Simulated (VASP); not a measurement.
# ScF5 (P6/mmm) in VASP: further runs

ScF5 is run at these levels: PBE; tasks: single point.

Everything below comes from runs of VASP 6.6.1. Logs are shortened: lines on timing, memory, paths and dates and some standing lists are left out, and cuts for length are marked.

## 1. The cell of the first run

It takes space group P6/mmm (No. 191, hexagonal). The conventional cell has a = 3.979 Å, b = 3.979 Å, c = 4.932 Å, α = 90.00°, β = 90.00°, γ = 120.00°. Within 3.0 Å of Sc (site symmetry 6/mmm) lie 6 F at 2.30 Å. Within 2.6 Å of F (site symmetry mmm) lie 4 F at 1.99 Å. F (site symmetry -6m2) has 3 Sc at 2.30 Å and 9 F at 2.30 to 2.72 Å within 3.0 Å.

The cell was built from a structure type or drawn by symmetry, and may not be a known phase.

## 2. Single point, PBE, collinear spin

INCAR reads:

```
ALGO     = Normal         # electronic algorithm
EDIFF    = 1E-7           # SCF threshold, eV
ENCUT    = 520            # plane-wave cutoff, eV
GGA      = PE             # functional
ISIF     = 2              # what is computed and relaxed
ISMEAR   = 0              # smearing method
ISPIN    = 2              # spin polarisation
LASPH    = T              # aspherical terms in the spheres
LCHARG   = F              # write CHGCAR
LMAXMIX  = 4              # l up to which the mixer works
LORBIT   = 11             # projections on sites
LREAL    = F              # projectors in reciprocal space
LWAVE    = F              # write WAVECAR
MAGMOM   = 0 1 1 1 1 1    # initial moments
NBANDS   = 36             # bands
NELM     = 150            # most SCF steps
PREC     = Accurate       # precision mode
SIGMA    = 0.1            # smearing width, eV
```

KPOINTS reads:

```
k-points
0
Gamma
  6 6 4
```

POSCAR reads:

```
ScF5
1.0
    3.9785387323      0.0000000000      0.0000000000
   -1.9892693661      3.4455156121      0.0000000000
    0.0000000000      0.0000000000      4.9316603475
Sc F
1 5
Direct
    0.0000000000      0.0000000000      0.0000000000
    0.5000000000      0.5000000000      0.5000000000
    0.6666666667      0.3333333333      0.0000000000
    0.0000000000      0.5000000000      0.5000000000
    0.3333333333      0.6666666667      0.0000000000
    0.5000000000      0.0000000000      0.5000000000
```

Potentials or basis: VASP PAW PBE potentials, release 64 (Sc_sv, F).

The run is started by

```bash
cat potpaw_PBE.64/Sc_sv/POTCAR potpaw_PBE.64/F/POTCAR > POTCAR
mpirun -np 1 vasp_std > vasp.out
```

OUTCAR:

```text
EDIFF = 1E-7
   ENCUT = 520
   GGA = PE
   ISIF = 2
   ISMEAR = 0
   ISPIN = 2
   LASPH = T
   LORBIT = 11
   LREAL = F
   NELM = 150
   PREC = Accurate

 ion  position               nearest neighbor table
   1  0.000  0.000  0.000-   3 2.30   5 2.30   5 2.30   3 2.30   3 2.30   5 2.30
   2  0.500  0.500  0.500-
   3  0.667  0.333  0.000-   1 2.30   1 2.30   1 2.30
   4  0.000  0.500  0.500-
   5  0.333  0.667  0.000-   1 2.30   1 2.30   1 2.30
   6  0.500  0.000  0.500-

  LATTYP: Found a hexagonal cell.
 ALAT       =     3.9785387323
 C/A-ratio  =     1.2395657500

  Lattice vectors:

 A1 = (   3.9785387323,   0.0000000000,   0.0000000000)
 A2 = (  -1.9892693661,   3.4455156121,   0.0000000000)
 A3 = (   0.0000000000,   0.0000000000,   4.9316603475)

Analysis of symmetry for initial positions (statically):
=====================================================================
 Subroutine PRICEL returns:
 Original cell was already a primitive cell.

 Routine SETGRP: Setting up the symmetry group for a
 hexagonal supercell.

 Subroutine GETGRP returns: Found 24 space group operations
 (whereof 24 operations were pure point group operations)
 out of a pool of 24 trial point group operations.

The static configuration has the point symmetry D_6h.

Analysis of symmetry for dynamics (positions and initial velocities):
=====================================================================
 Subroutine PRICEL returns:
 Original cell was already a primitive cell.

 Routine SETGRP: Setting up the symmetry group for a
 hexagonal supercell.

 Subroutine GETGRP returns: Found 24 space group operations
 (whereof 24 operations were pure point group operations)
 out of a pool of 24 trial point group operations.

The dynamic configuration has the point symmetry D_6h.

Analysis of structural, dynamic, and magnetic symmetry:
=====================================================================
 Subroutine PRICEL returns:
 Original cell was already a primitive cell.

 Routine SETGRP: Setting up the symmetry group for a
 hexagonal supercell.

 Subroutine GETGRP returns: Found 24 space group operations
 (whereof 24 operations were pure point group operations)
 out of a pool of 24 trial point group operations.

The overall configuration has the point symmetry D_6h.

 Subroutine INISYM returns: Found 24 space group operations
 (whereof 24 operations are pure point group operations),
 and found     1 'primitive' translations

----------------------------------------------------------------------------------------

                                     Primitive cell

  volume of cell :      67.6038

  direct lattice vectors                    reciprocal lattice vectors
     3.978538732  0.000000000  0.000000000     0.251348565  0.145116161  0.000000000
    -1.989269366  3.445515612  0.000000000     0.000000000  0.290232323  0.000000000
     0.000000000  0.000000000  4.931660348     0.000000000  0.000000000  0.202771466

  length of vectors
     3.978538732  3.978538732  4.931660348     0.290232323  0.290232323  0.202771466

  position of ions in fractional coordinates (direct lattice)
     0.000000000  0.000000000  0.000000000
     0.500000000  0.500000000  0.500000000
     0.666666667  0.333333333  0.000000000
     0.000000000  0.500000000  0.500000000
     0.333333333  0.666666667  0.000000000
     0.500000000  0.000000000  0.500000000

  ion indices of the primitive-cell ions
   primitive index   ion index
                 1           1
                 2           2
                 3           3
                 4           4
                 5           5
                 6           6

----------------------------------------------------------------------------------------

 KPOINTS: k-points

Automatic generation of k-mesh.
 Grid dimensions read from file:
 generate k-points for:    6    6    4

 Generating k-lattice:

  Cartesian coordinates                     Fractional coordinates (reciprocal lattice)
     0.041891427  0.024186027  0.000000000     0.166666667 -0.000000000  0.000000000
     0.000000000  0.048372054  0.000000000     0.000000000  0.166666667  0.000000000
     0.000000000  0.000000000  0.050692867     0.000000000  0.000000000  0.250000000

  Length of vectors
     0.048372054  0.048372054  0.050692867

  Shift w.r.t. Gamma in fractional coordinates (k-lattice)
     0.000000000  0.000000000  0.000000000

 Subroutine IBZKPT returns following result:
 ===========================================

 Found     21 irreducible k-points:

 Following reciprocal coordinates:
            Coordinates               Weight
  0.000000  0.000000  0.000000      1.000000
  0.166667  0.000000  0.000000      6.000000
  0.333333  0.000000  0.000000      6.000000
  0.500000  0.000000  0.000000      3.000000
  0.166667  0.166667  0.000000      6.000000
  0.333333  0.166667  0.000000     12.000000
[... 13 lines left out ...]
  0.333333  0.166667  0.500000     12.000000
  0.333333  0.333333  0.500000      2.000000
   k-points           NKPTS =     21   k-points in BZ     NKDIM =     21   number of bands    NBANDS=     36
   number of dos      NEDOS =    301   number of ions     NIONS =      6
   total plane-waves  NPLWV =  36000
   dimension x,y,z NGX =    30 NGY =   30 NGZ =   40
   dimension x,y,z NGXF=    60 NGYF=   60 NGZF=   80
   ions per type =               1   5
   NGX,Y,Z   is equivalent  to a cutoff of  12.54, 12.54, 13.48 a.u.
   NGXF,Y,Z  is equivalent  to a cutoff of  25.07, 25.07, 26.97 a.u.
 SYSTEM =  unknown system
   PREC   = accura    normal or accurate (medium, high low for compatibility)
   ISTART =      0    job   : 0-new  1-cont  2-samecut
   ICHARG =      2    charge: 1-file 2-atom 10-const
   ISPIN  =      2    spin polarized calculation?
   LNONCOLLINEAR =      F non collinear calculations
   LSORBIT =      F    spin-orbit coupling
   LASPH  =      T    aspherical Exc in radial PAW
   ENCUT  =  520.0 eV  38.22 Ry    6.18 a.u.   7.40  7.40  9.17*2*pi/ulx,y,z
   NELM   =    150;   NELMIN=  2; NELMDL= -5     # of ELM steps
   EDIFF  = 0.1E-06   stopping-criterion for ELM
   LREAL  =      F    real-space projection
   EDIFFG = 0.1E-05   stopping-criterion for IOM
   NSW    =      0    number of steps for IOM
   IBRION =     -1    ionic relax: 0-MD 1-quasi-New 2-CG
   NFREE  =      0    steps in history (QN), initial steepest desc. (CG)
   ISIF   =      2    stress and relaxation
   ISYM   =      2    0-nonsym 1-usesym 2-fastsym
   POTIM  = 0.5000    time-step for ionic-motion
   TEBEG  =    0.0;   TEEND  =   0.0 temperature during run
   PSTRESS=    0.0 pullay stress
   NELECT =      46.0000    total number of electrons
   NUPDOWN=      -1.0000    fix difference up-down
   EMIN   =  10.00;   EMAX   =-10.00  energy-range for DOS
   EFERMI =   0.00;   METHOD = LEGACY
   ISMEAR =     0;   SIGMA  =   0.10  broadening in eV -4-tet -1-fermi 0-gaus
   EFERMI_NEDOS =   21; number of points for ismear=-14 and -15
   IALGO  =     38    algorithm
   IMIX   =      4    mixing-type and parameters
     AMIX     =   0.40;   BMIX     =  1.00
     AMIX_MAG =   1.60;   BMIX_MAG =  1.00
  volume/ion in A,a.u.               =      11.27        76.04
  Fermi-wavevector in a.u.,A,eV,Ry     =   1.439916  2.721046 28.209744  2.073358
  Thomas-Fermi vector in A             =   2.558718
   LORBIT       =     11    0 simple, 1 ext, 2 COOP (PROOUT), +10 PAW based schemes
   GGA     = PE    functional components
   LHFCALC =     F    Hartree Fock is set to
   AEXX    =    0.0000 exact exchange contribution
   IVDW    =     0    specifies the selected vdW correction
   LEPSILON=     F    determine dielectric tensor
   LRPA    =     F    only Hartree local field effects (RPA)
 spin polarized calculation
 Gauss-broadening in eV      SIGMA  =   0.10
  energy-cutoff  :      520.00
  volume of cell :       67.60
 maximum number of plane-waves:      1849
 NGX is ok and might be reduce to    30
   NGX = 15   NGY = 15   NGZ = 19

 number of electron      45.9999990 magnetization       1.0955185

 Free energy of the ion-electron system (eV)
  ---------------------------------------------------
  ext. energy  EPLUGINS =         0.00000000
  ---------------------------------------------------
  free energy    TOTEN  =       -25.96222467 eV

  energy without entropy =      -25.95654535  energy(sigma->0) =      -25.95938501

 E-fermi :   1.4169     XC(G=0): -10.2142

 val. band max:        1.2969075390   @ k =   0.1667   0.1667   0.0000
 cond. band min:       1.5096407990   @ k =   0.5000   0.0000   0.0000
 fundamental gap:      0.2127332600
 Fermi energy:         1.4168859639

 spin component 1

 k-point     1 :       0.0000    0.0000    0.0000
  band No.  band energies     occupation
      1     -50.3111      1.00000
      2     -28.9535      1.00000
      3     -28.6437      1.00000
      4     -28.6437      1.00000
      5     -22.5892      1.00000
      6     -21.8738      1.00000
[... 787 lines left out ...]
     34      15.8924      0.00000
     35      15.8924      0.00000
 Fermi energy:         1.4168859639

 spin component 2

 k-point     1 :       0.0000    0.0000    0.0000
  band No.  band energies     occupation
      1     -50.3178      1.00000
      2     -28.9640      1.00000
      3     -28.6489      1.00000
      4     -28.6489      1.00000
      5     -22.2282      1.00000
      6     -21.5736      1.00000
[... 787 lines left out ...]
     34      15.9667      0.00000
     35      15.9667      0.00000
 [bands above 35 left out]

------------------------ aborting loop because EDIFF is reached ----------------------------------------

  FORCE on cell =-STRESS in cart. coord.  units (eV):
  Direction    XX          YY          ZZ          XY          YZ          ZX
  --------------------------------------------------------------------------------------
  -------------------------------------------------------------------------------------
  Total       -0.0464436     -0.0464436     -0.0911261     -0.0000000      0.0000000      0.0000000
  in kB       -1.1006917     -1.1006917     -2.1596442     -0.0000000      0.0000000      0.0000000
  external PRESSURE =      -1.4536758 kB  Pullay stress =       0.0000000 kB

 VOLUME and BASIS-vectors are now :
 -----------------------------------------------------------------------------
  energy-cutoff  :      520.00
  volume of cell :       67.60
      direct lattice vectors                 reciprocal lattice vectors
     3.978538732  0.000000000  0.000000000     0.251348565  0.145116161  0.000000000
    -1.989269366  3.445515612  0.000000000     0.000000000  0.290232323  0.000000000
     0.000000000  0.000000000  4.931660348     0.000000000  0.000000000  0.202771466

 POSITION                                       TOTAL-FORCE (eV/Angst)
 -----------------------------------------------------------------------------------
      0.00000      0.00000      0.00000         0.000000      0.000000      0.000000
      0.99463      1.72276      2.46583         0.000000      0.000000      0.000000
      1.98927      1.14851      0.00000        -0.000000      0.000000     -0.000000
     -0.99463      1.72276      2.46583         0.000000      0.000000      0.000000
     -0.00000      2.29701      0.00000         0.000000     -0.000000      0.000000
      1.98927      0.00000      2.46583         0.000000      0.000000      0.000000
 -----------------------------------------------------------------------------------
    total drift:                               -0.000000      0.000000      0.000000

  FREE ENERGIE OF THE ION-ELECTRON SYSTEM (eV)
  ---------------------------------------------------
  free  energy   TOTEN  =       -25.9622246704 eV

  energy  without entropy=      -25.9565453529  energy(sigma->0) =      -25.95938501

 total charge

# of ion       s       p       d       tot
------------------------------------------
    1        2.097   6.070   0.600   8.767
    2        1.773   4.139   0.000   5.911
    3        1.742   4.342   0.000   6.083
    4        1.773   4.139   0.000   5.911
    5        1.742   4.342   0.000   6.083
    6        1.773   4.139   0.000   5.911
--------------------------------------------------
tot         10.898  27.169   0.600  38.666

 magnetization (x)

# of ion       s       p       d       tot
------------------------------------------
    1       -0.001  -0.001  -0.006  -0.008
    2        0.002   0.354   0.000   0.357
    3       -0.000  -0.001   0.000  -0.001
    4        0.002   0.354   0.000   0.357
    5       -0.000  -0.001   0.000  -0.001
    6        0.002   0.354   0.000   0.357
--------------------------------------------------
tot          0.007   1.061  -0.006   1.061
```

Wall time 2.7 min (1 thread of Intel Xeon Platinum 8488C (Sapphire Rapids), shared host); peak memory 0.25 GiB.

Results:

```
Free energy                                           : -25.9622 eV
Pressure                                              : -0.1 GPa
Net moment                                            : 1.10 μB per cell
Site moments                                          : Sc -0.01; F +0.36, -0.00 (each value once) μB
Valence electrons inside the program's atomic spheres : Sc 8.77; F 5.91, 6.08 (each value once)
```

Stress tensor (GPa, compression positive):
```
-0.11  0.00  0.00
 0.00 -0.11  0.00
 0.00  0.00 -0.22
```

Levels at points of the mesh, in eV from the Fermi level:
Spin up:
| k point | band 21 | band 22 | band 23 | band 24 | band 25 | band 26 |
| --- | --- | --- | --- | --- | --- | --- |
| (0.00, 0.00, 0.00) | -2.07 | -0.34 | 0.21 | 0.21 | 1.01 | 1.17 |
| (0.50, 0.00, 0.00) | -2.46 | -2.23 | -2.20 | 0.09 | 1.22 | 1.42 |
| (0.00, 0.00, 0.50) | -1.94 | -0.34 | 0.20 | 0.20 | 1.30 | 1.30 |
| (0.50, 0.00, 0.50) | -2.95 | -2.51 | -1.98 | 0.09 | 1.19 | 1.48 |
Spin down:
```
           k point  band 20  band 21  band 22  band 23  band 24  band 25  band 26  band 27
(0.00, 0.00, 0.00)    -1.76    -1.76     0.41     1.00     1.16     1.16     1.42     1.42
(0.50, 0.00, 0.00)    -2.03    -1.96    -1.90    -1.70     1.22     1.23     1.44     1.69
(0.00, 0.00, 0.50)    -1.63    -1.63     0.41     1.23     1.23     1.34     1.48     1.48
(0.50, 0.00, 0.50)    -2.44    -1.89    -1.72    -1.67     1.20     1.22     1.47     1.58
```

## 3. Single point, PBE, collinear spin

This run uses another cell than the first one, of 13.78 Å³/atom.

INCAR reads:

```
SYSTEM = ScF5
PREC = Accurate ; ENCUT = 520
EDIFF = 1E-6 ; ISMEAR = 0
SIGMA = 0.1 ; LREAL = .FALSE.
LASPH = .TRUE. ; NELM = 150
ALGO = Normal ; ISIF = 2
LWAVE = .FALSE. ; LCHARG = .FALSE.
ISPIN = 2 ; MAGMOM = 0 1 1 1 1 1
LORBIT = 11 ; LMAXMIX = 4
GGA = PE ; NBANDS = 36
```

KPOINTS reads:

```
Automatic mesh
0
G
  6 6 4
  0 0 0
```

POSCAR reads:

```
ScF5
1.0
    4.9966917800      0.0000000000      0.0000000000
   -2.4983458900      4.3272620100      0.0000000000
    0.0000000000      0.0000000000      3.8239483300
Sc F
1 5
Direct
    0.0000000000      0.0000000000      0.0000000000
    0.5000000000      0.5000000000      0.5000000000
    0.6666666700      0.3333333300      0.0000000000
    0.0000000000      0.5000000000      0.5000000000
    0.3333333300      0.6666666700      0.0000000000
    0.5000000000      0.0000000000      0.5000000000
```

Potentials or basis: VASP PAW PBE potentials, release 64 (Sc_sv, F).

The run is started by

```bash
cat potpaw_PBE.64/Sc_sv/POTCAR potpaw_PBE.64/F/POTCAR > POTCAR
mpirun -np 1 vasp_std > vasp.out
```

It took 3.9 min on 1 thread of Intel Xeon Platinum 8488C (Sapphire Rapids), shared host; peak memory 0.28 GiB.

It converged, with:

- Free energy: -21.0294 eV
- Pressure: -11.8 GPa
- Net moment: 2.23 μB per cell
- Site moments: Sc -0.07; F +0.47, +0.39 (each value once) μB
- Valence electrons inside the program's atomic spheres: Sc 8.62; F 5.90, 5.91 (each value once)

Stress tensor (GPa, compression positive):
```
-21.09   0.00   0.00
  0.00 -21.09   0.00
  0.00   0.00   6.64
```

Levels at points of the mesh, in eV from the Fermi level:
Spin up:
```tsv
k point	band 22	band 23	band 24	band 25	band 26	band 27
(0.00, 0.00, 0.00)	-1.17	-1.17	-0.57	-0.32	0.73	0.73
(0.50, 0.00, 0.00)	-1.22	-1.21	-0.86	0.07	0.78	0.81
(0.00, 0.00, 0.50)	-1.34	-0.85	-0.85	0.81	0.87	0.87
(0.50, 0.00, 0.50)	-1.34	-1.30	-0.87	0.50	0.78	0.85
```
Spin down:
| k point | band 18 | band 19 | band 20 | band 21 | band 22 | band 23 | band 24 | band 25 | band 26 | band 27 |
| --- | --- | --- | --- | --- | --- | --- | --- | --- | --- | --- |
| (0.00, 0.00, 0.00) | -1.33 | -1.33 | -1.24 | -0.89 | -0.37 | 0.25 | 0.25 | 0.60 | 0.65 | 0.65 |
| (0.50, 0.00, 0.00) | -1.75 | -1.40 | -1.14 | -0.86 | -0.14 | 0.11 | 0.14 | 0.25 | 0.73 | 0.75 |
| (0.00, 0.00, 0.50) | -1.38 | -0.88 | -0.22 | -0.22 | 0.09 | 0.09 | 0.18 | 0.78 | 0.86 | 0.86 |
| (0.50, 0.00, 0.50) | -1.61 | -0.86 | -0.75 | -0.23 | -0.07 | 0.00 | 0.12 | 0.48 | 0.77 | 0.81 |

Caveat: the k points lie up to 0.41 Å⁻¹ apart.
